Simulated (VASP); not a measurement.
LiInPt:

```
Li In Pt
1.0
     4.43983    0.00000    0.00000
    -2.21992    3.84501    0.00000
     0.00000    0.00000    2.92060
Li In Pt
1 1 1
Direct
  0.00000 0.00000 0.00000
  0.33333 0.66667 0.50000
  0.66667 0.33333 0.00000
```

- Program: VASP 6.6.1
- Task: relaxation of cell and atoms
- Functional: BLYP
- Dispersion: D3(BJ)
- Potentials or basis: VASP PAW PBE potentials, release 64 (Li_sv, In_d, Pt_sv_GW)
- Cutoff: 880 eV
- k mesh: 8 × 8 × 11
- Occupations: fermi-dirac, width 0.1 eV
- Spin: no spin polarisation

At the start: pressure -6.0 GPa; volume 16.62 Å³/atom.

Task: How do energy, volume and symmetry change on relaxing?

Result: Over 8 steps the energy falls by 20.4 meV/atom and the volume is 15.60 Å³/atom (-6.1 %); space group P-6m2 (No. 187, to 0.1 Å) before and after.

The path:
| step | energy change (eV) | largest force (eV/Å) | pressure (GPa) | volume (Å³) |
| --- | --- | --- | --- | --- |
| 1 | 0.0000 | 0.0000 | -5.96 | 49.86 |
| 2 | -0.0472 | 0.0000 | 3.38 | 45.53 |
| 3 | -0.0603 | 0.0000 | -0.02 | 46.82 |
| 4 | -0.0603 | 0.0000 | 0.16 | 46.76 |
| 5 | -0.0610 | 0.0000 | 0.14 | 46.74 |
| 6 | -0.0610 | 0.0000 | 0.16 | 46.74 |
| 7 | -0.0611 | 0.0000 | -0.11 | 46.84 |
| 8 | -0.0611 | 0.0000 | -0.02 | 46.80 |

Final structure:
```
Li In Pt
1.0
     4.33496    0.00000    0.00000
    -2.16748    3.75419    0.00000
     0.00000    0.00000    2.87582
Li In Pt
1 1 1
Direct
  0.00000 0.00000 0.00000
  0.33333 0.66667 0.50000
  0.66667 0.33333 0.00000
```

Caveat: the dispersion term is far too large for a dense solid, which distorts pressure and volume; the PAW data sets were made with another functional, which shifts forces and pressure a little.
